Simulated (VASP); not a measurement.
# BAs (I-4m2) in VASP: notebook

BAs is run at these levels: PBE, r2SCAN; tasks: single point.

Program: VASP 6.6.1. These are calculated values, not measurements. Logs are shortened: lines on timing, memory, paths and dates and some standing lists are left out, and cuts for length are marked.

### Step 1. The cell of the first run

It takes space group I-4m2 (No. 119, tetragonal). Conventional cell: a = 3.383 Å, b = 3.383 Å, c = 4.879 Å, α = 90.00°, β = 90.00°, γ = 90.00°. Within 2.8 Å of B (site symmetry -4m2) lie 4 As at 2.09 Å. Within 2.8 Å of As (site symmetry -4m2) lie 4 B at 2.09 Å.

### Step 2. Single point, PBE (uniaxial z strain +2.0%)

File INCAR:

```
PREC = Accurate
ENCUT = 520
EDIFF = 1E-7
ISMEAR = -1
SIGMA = 0.02
LREAL = False
LASPH = True
NELM = 80
ALGO = Normal
ISIF = 2
LWAVE = False
LCHARG = False
GGA = PE
NBANDS = 11
```

File KPOINTS:

```
regular mesh
0
Gamma
  10 10 10
```

File POSCAR:

```
BAs
1.0
    0.0000000000      2.3918676041      2.4397049562
    2.3918676041      0.0000000000      2.4397049562
    2.3918676041      2.3918676041      0.0000000000
B As
1 1
Direct
    0.0000000000      0.0000000000      0.0000000000
    0.2500000000      0.2500000000      0.2500000000
```

Potentials or basis: VASP PAW PBE potentials, release 64 (B, As).

On the command line:

```console
cat potpaw_PBE.64/B/POTCAR potpaw_PBE.64/As/POTCAR > POTCAR
mpirun -np 1 vasp_std > vasp.out
```

OUTCAR:

```text
PREC = Accurate
   ENCUT = 520
   EDIFF = 1E-7
   ISMEAR = -1
   LREAL = False
   LASPH = True
   NELM = 80
   ISIF = 2
   GGA = PE

 ion  position               nearest neighbor table
   1  0.000  0.000  0.000-   2 2.09   2 2.09   2 2.09   2 2.09
   2  0.250  0.250  0.250-   1 2.09   1 2.09   1 2.09   1 2.09

  LATTYP: Found a body centered tetragonal cell.
 ALAT       =     3.3826116051
 C/A-ratio  =     1.4424978336

  Lattice vectors:

 A1 = (  -2.3918676041,   0.0000000000,   2.4397049562)
 A2 = (   2.3918676041,   0.0000000000,   2.4397049562)
 A3 = (   0.0000000000,   2.3918676041,  -2.4397049562)

Analysis of symmetry for initial positions (statically):
=====================================================================
 Subroutine PRICEL returns:
 Original cell was already a primitive cell.

 Routine SETGRP: Setting up the symmetry group for a
 body centered tetragonal supercell.

 Subroutine GETGRP returns: Found  8 space group operations
 (whereof  8 operations were pure point group operations)
 out of a pool of 16 trial point group operations.

The static configuration has the point symmetry D_2d.

Analysis of symmetry for dynamics (positions and initial velocities):
=====================================================================
 Subroutine PRICEL returns:
 Original cell was already a primitive cell.

 Routine SETGRP: Setting up the symmetry group for a
 body centered tetragonal supercell.

 Subroutine GETGRP returns: Found  8 space group operations
 (whereof  8 operations were pure point group operations)
 out of a pool of 16 trial point group operations.

The dynamic configuration has the point symmetry D_2d.

 Subroutine INISYM returns: Found  8 space group operations
 (whereof  8 operations are pure point group operations),
 and found     1 'primitive' translations

----------------------------------------------------------------------------------------

                                     Primitive cell

  volume of cell :      27.9153

  direct lattice vectors                    reciprocal lattice vectors
     0.000000000  2.391867604  2.439704956    -0.209041671  0.209041671  0.204942814
     2.391867604  0.000000000  2.439704956     0.209041671 -0.209041671  0.204942814
     2.391867604  2.391867604  0.000000000     0.209041671  0.209041671 -0.204942814

  length of vectors
     3.416605173  3.416605173  3.382611605     0.359719887  0.359719887  0.359719887

  position of ions in fractional coordinates (direct lattice)
     0.000000000  0.000000000  0.000000000
     0.250000000  0.250000000  0.250000000

  ion indices of the primitive-cell ions
   primitive index   ion index
                 1           1
                 2           2

----------------------------------------------------------------------------------------

 KPOINTS: regular mesh

Automatic generation of k-mesh.
 Grid dimensions read from file:
 generate k-points for:   10   10   10

 Generating k-lattice:

  Cartesian coordinates                     Fractional coordinates (reciprocal lattice)
    -0.020904167  0.020904167  0.020494281     0.100000000  0.000000000  0.000000000
     0.020904167 -0.020904167  0.020494281     0.000000000  0.100000000  0.000000000
     0.020904167  0.020904167 -0.020494281     0.000000000  0.000000000  0.100000000

  Length of vectors
     0.035971989  0.035971989  0.035971989

  Shift w.r.t. Gamma in fractional coordinates (k-lattice)
     0.000000000  0.000000000  0.000000000

 Subroutine IBZKPT returns following result:
 ===========================================

 Found    102 irreducible k-points:

 Following reciprocal coordinates:
            Coordinates               Weight
  0.000000  0.000000  0.000000      1.000000
  0.100000  0.000000  0.000000      8.000000
  0.200000  0.000000  0.000000      8.000000
  0.300000  0.000000  0.000000      8.000000
  0.400000  0.000000  0.000000      8.000000
  0.500000  0.000000  0.000000      4.000000
[... 16 lines left out ...]
  0.300000  0.300000  0.000000      2.000000
  0.400000  0.300000  0.000000      8.000000
 [... further k-points ...]
   k-points           NKPTS =    102   k-points in BZ     NKDIM =    102   number of bands    NBANDS=     11
   number of dos      NEDOS =    301   number of ions     NIONS =      2
   total plane-waves  NPLWV =  21952
   dimension x,y,z NGX =    28 NGY =   28 NGZ =   28
   dimension x,y,z NGXF=    56 NGYF=   56 NGZF=   56
   ions per type =               1   1
   NGX,Y,Z   is equivalent  to a cutoff of  13.62, 13.62, 13.76 a.u.
   NGXF,Y,Z  is equivalent  to a cutoff of  27.25, 27.25, 27.52 a.u.
 SYSTEM =  unknown system
   PREC   = accura    normal or accurate (medium, high low for compatibility)
   ISTART =      0    job   : 0-new  1-cont  2-samecut
   ICHARG =      2    charge: 1-file 2-atom 10-const
   ISPIN  =      1    spin polarized calculation?
   LNONCOLLINEAR =      F non collinear calculations
   LSORBIT =      F    spin-orbit coupling
   LASPH  =      T    aspherical Exc in radial PAW
   ENCUT  =  520.0 eV  38.22 Ry    6.18 a.u.   6.35  6.35  6.29*2*pi/ulx,y,z
   NELM   =     80;   NELMIN=  2; NELMDL= -5     # of ELM steps
   EDIFF  = 0.1E-06   stopping-criterion for ELM
   LREAL  =      F    real-space projection
   EDIFFG = 0.1E-05   stopping-criterion for IOM
   NSW    =      0    number of steps for IOM
   IBRION =     -1    ionic relax: 0-MD 1-quasi-New 2-CG
   NFREE  =      0    steps in history (QN), initial steepest desc. (CG)
   ISIF   =      2    stress and relaxation
   ISYM   =      2    0-nonsym 1-usesym 2-fastsym
   POTIM  = 0.5000    time-step for ionic-motion
   TEBEG  =    0.0;   TEEND  =   0.0 temperature during run
   PSTRESS=    0.0 pullay stress
   NELECT =       8.0000    total number of electrons
   NUPDOWN=      -1.0000    fix difference up-down
   EMIN   =  10.00;   EMAX   =-10.00  energy-range for DOS
   EFERMI =   0.00;   METHOD = LEGACY
   ISMEAR =    -1;   SIGMA  =   0.02  broadening in eV -4-tet -1-fermi 0-gaus
   EFERMI_NEDOS =   21; number of points for ismear=-14 and -15
   IALGO  =     38    algorithm
   IMIX   =      4    mixing-type and parameters
     AMIX     =   0.40;   BMIX     =  1.00
     AMIX_MAG =   1.60;   BMIX_MAG =  1.00
  volume/ion in A,a.u.               =      13.96        94.19
  Fermi-wavevector in a.u.,A,eV,Ry     =   1.079338  2.039654 15.850398  1.164971
  Thomas-Fermi vector in A             =   2.215301
   LORBIT       =      0    0 simple, 1 ext, 2 COOP (PROOUT), +10 PAW based schemes
   GGA     = PE    functional components
   LHFCALC =     F    Hartree Fock is set to
   AEXX    =    0.0000 exact exchange contribution
   IVDW    =     0    specifies the selected vdW correction
   LEPSILON=     F    determine dielectric tensor
   LRPA    =     F    only Hartree local field effects (RPA)
 non-spin polarized calculation
  energy-cutoff  :      520.00
  volume of cell :       27.92
 maximum number of plane-waves:       765
 NGX is ok and might be reduce to    28
   NGX = 13   NGY = 13   NGZ = 13

 number of electron       8.0000000 magnetization

 Free energy of the ion-electron system (eV)
  ---------------------------------------------------
  ext. energy  EPLUGINS =         0.00000000
  ---------------------------------------------------
  free energy    TOTEN  =       -11.40899133 eV

  energy without entropy =      -11.40899133  energy(sigma->0) =      -11.40899133

 E-fermi :   6.3732     XC(G=0): -10.4809

 val. band max:        5.9284623754   @ k =   0.0000   0.0000   0.0000
 cond. band min:       6.9811784897   @ k =   0.4000   0.0000   0.4000
 fundamental gap:      1.0527161143
 Fermi energy:         6.3732363963

 k-point     1 :       0.0000    0.0000    0.0000
  band No.  band energies     occupation
      1      -9.3200      2.00000
      2       5.7350      2.00000
      3       5.9285      2.00000
      4       5.9285      2.00000
      5       9.0707      0.00000
      6       9.0707      0.00000
      7       9.1976      0.00000
      8      10.2422      0.00000
      9      15.3336      0.00000
     10      18.4334      0.00000
     11      18.9862      0.00000

 k-point     2 :       0.1000    0.0000    0.0000
  band No.  band energies     occupation
      1      -9.1594      2.00000
      2       4.4777      2.00000
      3       5.5062      2.00000
      4       5.6401      2.00000
      5       9.1859      0.00000
      6       9.4634      0.00000
      7       9.5529      0.00000
      8      11.1739      0.00000
      9      15.9610      0.00000
     10      17.4570      0.00000
     11      17.8828      0.00000

 k-point     3 :       0.2000    0.0000    0.0000
  band No.  band energies     occupation
      1      -8.6862      2.00000
      2       2.1558      2.00000
      3       4.9274      2.00000
      4       5.0931      2.00000
      5       8.9403      0.00000
      6      10.1920      0.00000
      7      10.2216      0.00000
      8      12.8490      0.00000
      9      16.7582      0.00000
     10      17.0509      0.00000
     11      17.0945      0.00000

 k-point     4 :       0.3000    0.0000    0.0000
  band No.  band energies     occupation
      1      -7.9375      2.00000
      2      -0.0895      2.00000
      3       4.4130      2.00000
      4       4.6119      2.00000
      5       8.6529      0.00000
      6      10.5854      0.00000
      7      10.6451      0.00000
      8      14.1761      0.00000
      9      17.0053      0.00000
     10      17.4195      0.00000
     11      17.4590      0.00000
[... 239 lines left out ...]
 k-point    22 :      -0.2000    0.2000    0.0000
  band No.  band energies     occupation
      1      -7.6629      2.00000
      2       0.4109      2.00000
      3       1.8058      2.00000
      4       4.7200      2.00000
      5       9.8400      0.00000
      6      10.8999      0.00000
      7      11.6485      0.00000
      8      12.7256      0.00000
      9      15.7925      0.00000
     10      18.3815      0.00000
     11      19.8430      0.00000

 k-point    23 :       0.3000    0.3000    0.0000
  band No.  band energies     occupation
      1      -7.4950      2.00000
      2       0.5532      2.00000
      3       2.8601      2.00000
      4       2.8601      2.00000
      5       7.4377      0.00000
      6       9.5577      0.00000
      7      14.1540      0.00000
      8      14.1540      0.00000
      9      16.4964      0.00000
     10      20.5229      0.00000
     11      21.0433      0.00000

 k-point    24 :       0.4000    0.3000    0.0000
  band No.  band energies     occupation
      1      -6.7998      2.00000
      2      -0.6251      2.00000
      3       2.0464      2.00000
      4       2.5783      2.00000
      5       7.7382      0.00000
      6       9.3615      0.00000
      7      14.4974      0.00000
      8      14.7869      0.00000
      9      17.5815      0.00000
     10      21.2670      0.00000
     11      21.6853      0.00000

 [... further k-points ...]

------------------------ aborting loop because EDIFF is reached ----------------------------------------

  FORCE on cell =-STRESS in cart. coord.  units (eV):
  Direction    XX          YY          ZZ          XY          YZ          ZX
  --------------------------------------------------------------------------------------
  -------------------------------------------------------------------------------------
  Total        0.2540285      0.2540285     -0.4626913      0.0000000      0.0000000      0.0000000
  in kB       14.5797988     14.5797988    -26.5558605      0.0000000      0.0000000      0.0000000
  external PRESSURE =       0.8679124 kB  Pullay stress =       0.0000000 kB

 VOLUME and BASIS-vectors are now :
 -----------------------------------------------------------------------------
  energy-cutoff  :      520.00
  volume of cell :       27.92
      direct lattice vectors                 reciprocal lattice vectors
     0.000000000  2.391867604  2.439704956    -0.209041671  0.209041671  0.204942814
     2.391867604  0.000000000  2.439704956     0.209041671 -0.209041671  0.204942814
     2.391867604  2.391867604  0.000000000     0.209041671  0.209041671 -0.204942814

 POSITION                                       TOTAL-FORCE (eV/Angst)
 -----------------------------------------------------------------------------------
      0.00000      0.00000      0.00000        -0.000000     -0.000000     -0.000000
      1.19593      1.19593      1.21985         0.000000      0.000000      0.000000
 -----------------------------------------------------------------------------------
    total drift:                               -0.000000     -0.000000     -0.000000

  FREE ENERGIE OF THE ION-ELECTRON SYSTEM (eV)
  ---------------------------------------------------
  free  energy   TOTEN  =       -11.4089913306 eV

  energy  without entropy=      -11.4089913306  energy(sigma->0) =      -11.40899133
```

Wall time 48 s (1 thread of AMD EPYC 7R43 (Zen 3), shared host); peak memory 0.14 GiB.

What came out:

```yaml
Free_energy: -11.4090 eV
Pressure: 0.1 GPa
Band_gap_on_the_k_mesh: 1.05 eV, indirect (least direct gap 3.14 eV)
```

Stress tensor (GPa, compression positive):
```
 1.46  0.00  0.00
 0.00  1.46  0.00
 0.00  0.00 -2.66
```

Levels at points of the mesh, in eV from the valence-band top:
```
           k point  band 1  band 2  band 3  band 4  band 5  band 6  band 7  band 8
(0.00, 0.00, 0.00)  -15.25   -0.19    0.00    0.00    3.14    3.14    3.27    4.31
(0.50, 0.00, 0.00)  -12.46   -8.68   -1.96   -1.73    2.47    4.63    4.77    8.76
(0.50, 0.50, 0.00)  -11.29   -8.56   -3.92   -3.92    1.54    1.56   11.06   11.06
(0.50, 0.00, 0.50)  -11.13   -8.41   -4.12   -4.09    1.32    1.32   10.93   11.20
```

Caveat: the cell differs from its parent crystal (uniaxial z strain +2.0%).

### Step 3. Single point, PBE (uniaxial z strain +3.0%)

File INCAR:

```
SYSTEM = BAs
PREC     = Accurate       ! precision mode
ENCUT    = 520            ! plane-wave cutoff, eV
EDIFF    = 1E-7           ! SCF threshold, eV
ISMEAR   = -1             ! smearing method
SIGMA    = 0.02           ! smearing width, eV
LREAL    = .FALSE.        ! projectors in reciprocal space
LASPH    = .TRUE.         ! aspherical terms in the spheres
NELM     = 60             ! most SCF steps
ALGO     = Normal         ! electronic algorithm
ISIF     = 2              ! what is computed and relaxed
LWAVE    = .FALSE.        ! write WAVECAR
LCHARG   = .FALSE.        ! write CHGCAR
GGA      = PE             ! functional
NBANDS   = 11             ! bands
```

File KPOINTS:

```
regular mesh
0
G
  10 10 10
  0 0 0
```

File POSCAR:

```
BAs
1.0
    0.0000000000      2.3918676041      2.4636236322
    2.3918676041      0.0000000000      2.4636236322
    2.3918676041      2.3918676041      0.0000000000
B As
1 1
Direct
    0.0000000000      0.0000000000      0.0000000000
    0.2500000000      0.2500000000      0.2500000000
```

Potentials or basis: VASP PAW PBE potentials, release 64 (B, As).

On the command line:

```console
cat potpaw_PBE.64/B/POTCAR potpaw_PBE.64/As/POTCAR > POTCAR
mpirun -np 1 vasp_std > vasp.out
```

OUTCAR:

```text
SYSTEM = BAs
   PREC = Accurate
   ENCUT = 520
   EDIFF = 1E-7
   ISMEAR = -1
   LREAL = .FALSE.
   LASPH = .TRUE.
   NELM = 60
   ISIF = 2
   GGA = PE

 ion  position               nearest neighbor table
   1  0.000  0.000  0.000-   2 2.09   2 2.09   2 2.09   2 2.09
   2  0.250  0.250  0.250-   1 2.09   1 2.09   1 2.09   1 2.09

  LATTYP: Found a body centered tetragonal cell.
 ALAT       =     3.3826116051
 C/A-ratio  =     1.4566399692

  Lattice vectors:

[... 520 lines left out ...]

 [... further k-points ...]

------------------------ aborting loop because EDIFF is reached ----------------------------------------

  FORCE on cell =-STRESS in cart. coord.  units (eV):
  Direction    XX          YY          ZZ          XY          YZ          ZX
  --------------------------------------------------------------------------------------
  -------------------------------------------------------------------------------------
  Total        0.1543135      0.1543135     -0.9307834      0.0000000     -0.0000000     -0.0000000
  in kB        8.7707336      8.7707336    -52.9030352      0.0000000     -0.0000000     -0.0000000
  external PRESSURE =     -11.7871893 kB  Pullay stress =       0.0000000 kB

 VOLUME and BASIS-vectors are now :
 -----------------------------------------------------------------------------
  energy-cutoff  :      520.00
  volume of cell :       28.19
      direct lattice vectors                 reciprocal lattice vectors
     0.000000000  2.391867604  2.463623632    -0.209041671  0.209041671  0.202953078
     2.391867604  0.000000000  2.463623632     0.209041671 -0.209041671  0.202953078
     2.391867604  2.391867604  0.000000000     0.209041671  0.209041671 -0.202953078

 POSITION                                       TOTAL-FORCE (eV/Angst)
 -----------------------------------------------------------------------------------
      0.00000      0.00000      0.00000        -0.000000     -0.000000     -0.000000
      1.19593      1.19593      1.23181         0.000000      0.000000      0.000000
 -----------------------------------------------------------------------------------
    total drift:                               -0.000000     -0.000000      0.000000

  FREE ENERGIE OF THE ION-ELECTRON SYSTEM (eV)
  ---------------------------------------------------
  free  energy   TOTEN  =       -11.4022406625 eV

  energy  without entropy=      -11.4022406625  energy(sigma->0) =      -11.40224066
```

stdout:

```text
POSCAR found type information on POSCAR B As
 POSCAR found :  2 types and       2 ions
 scaLAPACK will be used
 LDA part: xc-table for (Slater+PW92), standard interpolation
 POSCAR, INCAR and KPOINTS ok, starting setup
 FFT: planning ... GRIDC
 FFT: planning ... GRID_SOFT
 FFT: planning ... GRID
 WAVECAR not read
 entering main loop
```

Wall time 44 s (1 thread of AMD EPYC 7R43 (Zen 3), shared host); peak memory 0.14 GiB.

Results:

* Free energy: -11.4022 eV
* Pressure: -1.2 GPa
* Band gap on the k mesh: 0.99 eV, indirect (least direct gap 3.08 eV)

Stress tensor (GPa, compression positive):
```
 0.88  0.00  0.00
 0.00  0.88  0.00
 0.00  0.00 -5.29
```

Caveat: the cell differs from its parent crystal (uniaxial z strain +3.0%). A k mesh can miss the band edges.

(Continued in part 2 of 2.)
